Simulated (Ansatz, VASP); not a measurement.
# One calculation of BN, two programs

```
B N
1.0
     2.49134    0.01383    0.00000
    -1.23369    2.15065    0.00000
     0.00000    0.00000    4.00106
B N
2 2
Direct
  0.00000 0.00000 0.00000
  0.00000 0.00000 0.50000
  0.33008 0.66669 0.25000
  0.66992 0.33331 0.75000
```

Change from the starting cell: shear_xy strain +1.1%.

Alike in both runs: task single point; functional r2SCAN; k mesh 12 × 12 × 6; no spin polarisation.

|  | VASP | Ansatz |
| --- | --- | --- |
| version | VASP 6.6.1 | Ansatz 0.2.0 |
| potentials or method | VASP PAW PBE potentials, release 64 (B, N) | plane waves, PAW |
| plane-wave cutoff (eV) | 520 | 500 |
| occupations | gaussian, width 0.01 eV | fixed |
| valence electrons in the cell | 16 | 16 |

Ansatz gave:

| Quantity | Value |
| --- | --- |
| gap on the k mesh at the Fermi level (eV) | 1.81 |
| pressure (GPa) | 0.1 |
| traceless stress, the component that is largest in VASP (GPa) | -1.44 |

Q: Estimate VASP's values.

A: gap on the k mesh at the Fermi level (eV): 1.80; pressure (GPa): 0.5; traceless stress, the component that is largest in VASP (GPa): -1.48.

VASP's potentials were made for PBE, not for r2SCAN.
